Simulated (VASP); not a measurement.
# KBr (Pm-3m) in VASP: phonons with PBEsol+D3(BJ)

Aim: the phonons of KBr with PBEsol+D3(BJ).

Program: VASP 6.6.1. These are calculated values, not measurements. Logs are shortened: lines on timing, memory, paths and dates and some standing lists are left out, and cuts for length are marked.

## 1. The cell of the first run

Symmetry: Pm-3m, No. 221, cubic system. The conventional cell has a = 4.043 Å, b = 4.043 Å, c = 4.043 Å, α = 90.00°, β = 90.00°, γ = 90.00°. Within 4.6 Å of Br (site symmetry m-3m) lie 8 K at 3.50 Å and 6 Br at 4.04 Å. K (site symmetry m-3m) has 8 Br at 3.50 Å and 6 K at 4.04 Å within 4.6 Å.

## 2. Phonons, PBEsol+D3(BJ), collinear spin

INCAR

```
SYSTEM = KBr
PREC = Accurate
ENCUT = 500
EDIFF = 1E-8
ISMEAR = 0
SIGMA = 0.01
LREAL = .False.
LASPH = .True.
NELM = 200
ALGO = Normal
ISIF = 2
LWAVE = .False.
LCHARG = .False.
ISPIN = 2
MAGMOM = 0.5 0
LORBIT = 11
GGA = PS
IVDW = 12
IBRION = 6
NFREE = 2
POTIM = 0.015
NSW = 1
GGA_COMPAT = .False.
```

KPOINTS

```
regular mesh
0
Gamma
  6 6 6
  0 0 0
```

POSCAR

```
KBr
1.0
    4.0434990000      0.0000000000      0.0000000000
    0.0000000000      4.0434990000      0.0000000000
    0.0000000000      0.0000000000      4.0434990000
Br K
1 1
Direct
    0.5000000000      0.5000000000      0.5000000000
    0.0000000000      0.0000000000      0.0000000000
```

Potentials or basis: VASP PAW PBE potentials, release 64 (Br, K_sv).

The run is started by

```bash
> cat potpaw_PBE.64/Br/POTCAR potpaw_PBE.64/K_sv/POTCAR > POTCAR
> mpirun -np 1 vasp_std > vasp.out
```

OUTCAR:

```text
SYSTEM = KBr
   PREC = Accurate
   ENCUT = 500
   EDIFF = 1E-8
   ISMEAR = 0
   LREAL = .False.
   LASPH = .True.
   NELM = 200
   ISIF = 2
   ISPIN = 2
   LORBIT = 11
   GGA = PS
   IVDW = 12
   IBRION = 6
   NFREE = 2
   POTIM = 0.015
   NSW = 1
 IVDW          = 12

 ion  position               nearest neighbor table
   1  0.500  0.500  0.500-
   2  0.000  0.000  0.000-

  LATTYP: Found a simple cubic cell.
 ALAT       =     4.0434990000

  Lattice vectors:

 A1 = (   4.0434990000,   0.0000000000,   0.0000000000)
 A2 = (   0.0000000000,   4.0434990000,   0.0000000000)
 A3 = (   0.0000000000,   0.0000000000,   4.0434990000)

Analysis of symmetry for initial positions (statically):
=====================================================================
 Subroutine PRICEL returns:
 Original cell was already a primitive cell.

 Routine SETGRP: Setting up the symmetry group for a
 simple cubic supercell.

 Subroutine GETGRP returns: Found 48 space group operations
 (whereof 48 operations were pure point group operations)
 out of a pool of 48 trial point group operations.

The static configuration has the point symmetry O_h .

Analysis of symmetry for dynamics (positions and initial velocities):
=====================================================================
 Subroutine PRICEL returns:
 Original cell was already a primitive cell.

 Routine SETGRP: Setting up the symmetry group for a
 simple cubic supercell.

 Subroutine GETGRP returns: Found 48 space group operations
 (whereof 48 operations were pure point group operations)
 out of a pool of 48 trial point group operations.

The dynamic configuration has the point symmetry O_h .

Analysis of structural, dynamic, and magnetic symmetry:
=====================================================================
 Subroutine PRICEL returns:
 Original cell was already a primitive cell.

 Routine SETGRP: Setting up the symmetry group for a
 simple cubic supercell.

 Subroutine GETGRP returns: Found 48 space group operations
 (whereof 48 operations were pure point group operations)
 out of a pool of 48 trial point group operations.

The overall configuration has the point symmetry O_h .

 Subroutine INISYM returns: Found 48 space group operations
 (whereof 48 operations are pure point group operations),
 and found     1 'primitive' translations

----------------------------------------------------------------------------------------

                                     Primitive cell

  volume of cell :      66.1107

  direct lattice vectors                    reciprocal lattice vectors
     4.043499000  0.000000000  0.000000000     0.247310559  0.000000000  0.000000000
     0.000000000  4.043499000  0.000000000     0.000000000  0.247310559  0.000000000
     0.000000000  0.000000000  4.043499000     0.000000000  0.000000000  0.247310559

  length of vectors
     4.043499000  4.043499000  4.043499000     0.247310559  0.247310559  0.247310559

  position of ions in fractional coordinates (direct lattice)
     0.500000000  0.500000000  0.500000000
     0.000000000  0.000000000  0.000000000

  ion indices of the primitive-cell ions
   primitive index   ion index
                 1           1
                 2           2

----------------------------------------------------------------------------------------

 KPOINTS: regular mesh

Automatic generation of k-mesh.
 Grid dimensions read from file:
 generate k-points for:    6    6    6

 Generating k-lattice:

  Cartesian coordinates                     Fractional coordinates (reciprocal lattice)
     0.041218427  0.000000000  0.000000000     0.166666667  0.000000000  0.000000000
     0.000000000  0.041218427  0.000000000     0.000000000  0.166666667  0.000000000
     0.000000000  0.000000000  0.041218427     0.000000000  0.000000000  0.166666667

  Length of vectors
     0.041218427  0.041218427  0.041218427

  Shift w.r.t. Gamma in fractional coordinates (k-lattice)
     0.000000000  0.000000000  0.000000000

[... 71 lines left out ...]
   LHFCALC =     F    Hartree Fock is set to
   AEXX    =    0.0000 exact exchange contribution
   IVDW    =    12    specifies the selected vdW correction
   LEPSILON=     F    determine dielectric tensor
   LRPA    =     F    only Hartree local field effects (RPA)
 finite differences with symmetry
 spin polarized calculation
 Gauss-broadening in eV      SIGMA  =   0.01
  energy-cutoff  :      500.00
  volume of cell :       66.11
 maximum number of plane-waves:      1743
 NGX is ok and might be reduce to    30
   NGX = 15   NGY = 15   NGZ = 15

--------------------------------------- Ionic step        1  -------------------------------------------

 number of electron      15.9999999 magnetization      -0.0000159

 number of electron      15.9999999 magnetization       0.0000044

 Free energy of the ion-electron system (eV)
  ---------------------------------------------------
  ext. energy  EPLUGINS =         0.00000000
  ---------------------------------------------------
  free energy    TOTEN  =        -6.34361922 eV

  energy without entropy =       -6.34361922  energy(sigma->0) =       -6.34361922

------------------------ aborting loop because EDIFF is reached ----------------------------------------

 Edisp (eV)   -0.44377

 E8    (eV) :    -0.3063
[... 159 lines left out ...]
 number of electron      15.9999998 magnetization       0.0000000

 number of electron      15.9999998 magnetization      -0.0000000

 Free energy of the ion-electron system (eV)
  ---------------------------------------------------
  ext. energy  EPLUGINS =         0.00000000
  ---------------------------------------------------
  free energy    TOTEN  =        -6.34357000 eV

  energy without entropy =       -6.34357000  energy(sigma->0) =       -6.34357000

 E-fermi :  -0.7221     XC(G=0):  -8.0039

 val. band max:       -0.8536290386   @ k =   0.0000   0.5000   0.5000
 cond. band min:       2.8519325155   @ k =   0.0000   0.0000   0.0000
 fundamental gap:      3.7055615541
 Fermi energy:        -0.7221249331

 spin component 1

 k-point     1 :       0.0000    0.0000    0.0000
  band No.  band energies     occupation
      1     -29.3353      1.00000
      2     -13.6493      1.00000
      3     -12.8229      1.00000
      4     -12.8229      1.00000
      5     -12.8229      1.00000
      6      -1.1189      1.00000
      7      -1.1189      1.00000
      8      -1.1189      1.00000
      9       2.8519      0.00000
     10       4.8959      0.00000
     11       4.8964      0.00000
     12       8.8027      0.00000
[... 331 lines left out ...]
 k-point    24 :       0.0000    0.1667    0.1667
  band No.  band energies     occupation
      1     -29.3302      1.00000
      2     -13.6898      1.00000
      3     -12.8595      1.00000
      4     -12.8133      1.00000
      5     -12.7350      1.00000
      6      -1.7412      1.00000
      7      -1.4819      1.00000
      8      -1.0925      1.00000
      9       3.9943      0.00000
     10       5.4212      0.00000
     11       5.8023      0.00000
     12       8.2841      0.00000

 [... further k-points ...]

 spin component 2

 k-point     1 :       0.0000    0.0000    0.0000
  band No.  band energies     occupation
      1     -29.3353      1.00000
      2     -13.6493      1.00000
      3     -12.8229      1.00000
      4     -12.8229      1.00000
      5     -12.8229      1.00000
      6      -1.1189      1.00000
      7      -1.1189      1.00000
      8      -1.1189      1.00000
      9       2.8519      0.00000
     10       4.8959      0.00000
     11       4.8964      0.00000
     12       8.8029      0.00000
[... 331 lines left out ...]
 k-point    24 :       0.0000    0.1667    0.1667
  band No.  band energies     occupation
      1     -29.3302      1.00000
      2     -13.6898      1.00000
      3     -12.8595      1.00000
      4     -12.8133      1.00000
      5     -12.7350      1.00000
      6      -1.7412      1.00000
      7      -1.4819      1.00000
      8      -1.0925      1.00000
      9       3.9943      0.00000
     10       5.4212      0.00000
     11       5.8023      0.00000
     12       8.2841      0.00000

 [... further k-points ...]

------------------------ aborting loop because EDIFF is reached ----------------------------------------

 Edisp (eV)   -0.44378

 E8    (eV) :    -0.3063
[... 25 lines left out ...]
  FREE ENERGIE OF THE ION-ELECTRON SYSTEM (eV)
  ---------------------------------------------------
  free  energy   TOTEN  =        -6.7873455689 eV

  energy  without entropy=       -6.7873455689  energy(sigma->0) =       -6.78734557

 INTERNAL STRAIN TENSORS FROM DISPLACED ATOMS
 ============================================

 INTERNAL STRAIN TENSOR FOR ION    1 for displacements in x,y,z  (eV/Angst):
          X           Y           Z          XY          YZ          ZX
  --------------------------------------------------------------------------------
  x     0.00000     0.00000     0.00000     0.00000     0.00000     0.00000
  y     0.00000     0.00000     0.00000     0.00000     0.00000     0.00000
  z     0.00000     0.00000     0.00000     0.00000     0.00000     0.00000

 INTERNAL STRAIN TENSOR FOR ION    2 for displacements in x,y,z  (eV/Angst):
          X           Y           Z          XY          YZ          ZX
  --------------------------------------------------------------------------------
  x     0.00000     0.00000     0.00000     0.00000     0.00000     0.00000
  y     0.00000     0.00000     0.00000     0.00000     0.00000     0.00000
  z     0.00000     0.00000     0.00000     0.00000     0.00000     0.00000

 Eigenvectors and eigenvalues of the dynamical matrix
 ----------------------------------------------------

   1 f  =    1.964493 THz    12.343273 2PiTHz   65.528430 cm-1     8.124486 meV
             X         Y         Z           dx          dy          dz
      2.021749  2.021749  2.021749     0.507335    0.258624   -0.000000
      0.000000  0.000000  0.000000    -0.732357   -0.373334   -0.000000
[... 21 lines left out ...]
   6 f/i=    0.008953 THz     0.056256 2PiTHz    0.298654 cm-1     0.037028 meV
             X         Y         Z           dx          dy          dz
      2.021749  2.021749  2.021749     0.805464    0.157374   -0.046760
      0.000000  0.000000  0.000000     0.557979    0.109019   -0.032393

 ELASTIC MODULI CONTR FROM IONIC RELAXATION (kBar)
 Direction    XX          YY          ZZ          XY          YZ          ZX
 --------------------------------------------------------------------------------
 XX           0.0000      0.0000      0.0000      0.0000      0.0000      0.0000
 YY           0.0000      0.0000      0.0000      0.0000      0.0000      0.0000
 ZZ           0.0000      0.0000      0.0000      0.0000      0.0000      0.0000
 XY           0.0000      0.0000      0.0000      0.0000      0.0000      0.0000
 YZ           0.0000      0.0000      0.0000      0.0000      0.0000      0.0000
 ZX           0.0000      0.0000      0.0000      0.0000      0.0000      0.0000
 --------------------------------------------------------------------------------

 total charge

# of ion       s       p       d       tot
------------------------------------------
    1        1.594   3.262   0.002   4.858
    2        1.954   5.562   0.020   7.537
--------------------------------------------------
tot          3.548   8.825   0.022  12.394

 magnetization (x)

# of ion       s       p       d       tot
------------------------------------------
    1        0.000   0.000  -0.000   0.000
    2       -0.000  -0.000  -0.000  -0.000
--------------------------------------------------
tot          0.000  -0.000  -0.000  -0.000
```

It took 2 min on 1 thread of Intel Xeon Platinum 8375C at 2.90GHz (Ice Lake), shared host; peak memory 0.25 GiB.

Results:

```yaml
Net_moment: 0.00 μB per cell
Valence_electrons_inside_the_program's_atomic_spheres: Br 4.86; K 7.54
Highest_phonon_frequency_at_Γ_LO-TO_splitting_left_out: 66 cm⁻¹
Dispersion_energy_per_atom: -0.222 eV
```

Phonon frequencies in cm⁻¹ (negative: imaginary):
| q point | frequencies |
| --- | --- |
| (0.000, 0.000, 0.000) | 0 0 0 66 66 66 |

Caveat: the cell stands under pressure or tension, which shifts response properties.
